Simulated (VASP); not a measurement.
Write the native input for VASP 6.6.1 that does the following.

* Task: single point
* Functional: r2SCAN
* Potentials or basis: VASP PAW PBE potentials, release 64 (K_sv, F)
* Cutoff: 520 eV
* k mesh: 8 × 8 × 8
* Occupations: gaussian, width 0.05 eV
* Spin: no spin polarisation
* Dipole correction: no
* Further INCAR settings: ALGO = Normal; EDIFF = 1e-06; NBANDS = 15

Crystal: KF.

```xyz
2
Lattice="-0.2822 2.5401 2.5401 2.5401 -0.2822 2.5401 2.5401 2.5401 -0.2822" Properties=species:S:1:pos:R:3 pbc="T T T"
K     0.0000    0.0000    0.0000
F     2.3990    2.3990    2.3990
```

This cell differs from its parent crystal: ratio of the length along [111] to the lengths across it x 0.85, volume and fractional coordinates fixed.

One way to write it, as run:

POSCAR

```
KF
1.0
   -0.2822326238      2.5400936140      2.5400936140
    2.5400936140     -0.2822326238      2.5400936140
    2.5400936140      2.5400936140     -0.2822326238
K F
1 1
Direct
    0.0000000000      0.0000000000      0.0000000000
    0.5000000000      0.5000000000      0.5000000000
```

INCAR.step1

```
PREC = Accurate
ENCUT = 520
ISMEAR = 0
SIGMA = 0.05
LREAL = F
LASPH = T
NELM = 100
NBANDS = 15
GGA = PE
ALGO = Normal
EDIFF = 1E-4
LWAVE = T
LCHARG = F
```

INCAR.step2

```
PREC = Accurate
ENCUT = 520
EDIFF = 1E-6
ISMEAR = 0
SIGMA = 0.05
LREAL = F
LASPH = T
NELM = 100
ALGO = Normal
ISIF = 2
LWAVE = F
LCHARG = F
METAGGA = R2SCAN
LMIXTAU = T
NBANDS = 15
ISTART = 1
```

KPOINTS

```
Automatic mesh
0
Gamma
  8 8 8
```

Potentials or basis: VASP PAW PBE potentials, release 64 (K_sv, F).

Run with:

```console
$ cat potpaw_PBE.64/K_sv/POTCAR potpaw_PBE.64/F/POTCAR > POTCAR
$ cp INCAR.step1 INCAR
$ mpirun -np 1 vasp_std > vasp.out
$ cp INCAR.step2 INCAR
$ mpirun -np 1 vasp_std > vasp.out
```

It gave:

| Item | Value |
| --- | --- |
| Pressure | -1.1 GPa |
| Band gap on the k mesh | 6.67 eV, direct |

Caveat: the PAW data sets were made with another functional, which shifts forces and pressure a little.

It took 65 s on 1 thread of Intel(R) Xeon(R) 6975P-C (Granite Rapids), on a shared host, peak memory 0.17 GiB.
